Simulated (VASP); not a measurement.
Wanted: the native input for a VASP 6.6.1 run.

```yaml
Task: single point
Functional: PBEsol
Potentials_or_basis: VASP PAW PBE potentials, release 64 (Ti_sv, Si)
Cutoff: 520 eV
k_mesh: 4 × 4 × 4
Occupations: fermi-dirac, width 0.05 eV
Spin: no spin polarisation
Dipole_correction: no
Further_INCAR_settings: ALGO = Normal; EDIFF = 1e-06; NBANDS = 28
```

The structure of Ti3Si lies in POSCAR:

```
Ti3Si
1.0
    0.0000000000      3.1443560000      3.1443560000
    3.1443560000      0.0000000000      3.1443560000
    3.1443560000      3.1443560000      0.0000000000
Ti Si
3 1
Direct
    0.7500000000      0.7500000000      0.7500000000
    0.2500000000      0.2500000000      0.2500000000
    0.0000000000      0.0000000000      0.0000000000
    0.5000000000      0.5000000000      0.5000000000
```

The input as run:

INCAR

```
SYSTEM = Ti3Si
ALGO = Normal ; EDIFF = 1E-6
ENCUT = 520 ; GGA = PS
ISIF = 2 ; ISMEAR = -1
LASPH = .True. ; LCHARG = .False.
LREAL = .False. ; LWAVE = .False.
NBANDS = 28 ; NELM = 80
PREC = Accurate ; SIGMA = 0.05
```

KPOINTS

```
k-points
0
Gamma
  4 4 4
  0 0 0
```

Potentials or basis: VASP PAW PBE potentials, release 64 (Ti_sv, Si).

Launch:

```console
$ cat potpaw_PBE.64/Ti_sv/POTCAR potpaw_PBE.64/Si/POTCAR > POTCAR
$ mpirun -np 1 vasp_std > vasp.out
```

It gave:

```
Pressure               : -4.9 GPa
Band gap on the k mesh : zero (band 20 reaches 9.18 eV, above the bottom of band 21 at 8.95 eV)
```

Caveat: the k points lie up to 0.43 Å⁻¹ apart; the PAW data sets were made with another functional, which shifts forces and pressure a little.

Run time: 44 s on 1 thread of Intel Xeon 8259CL (shared host), peak memory 0.2 GiB.
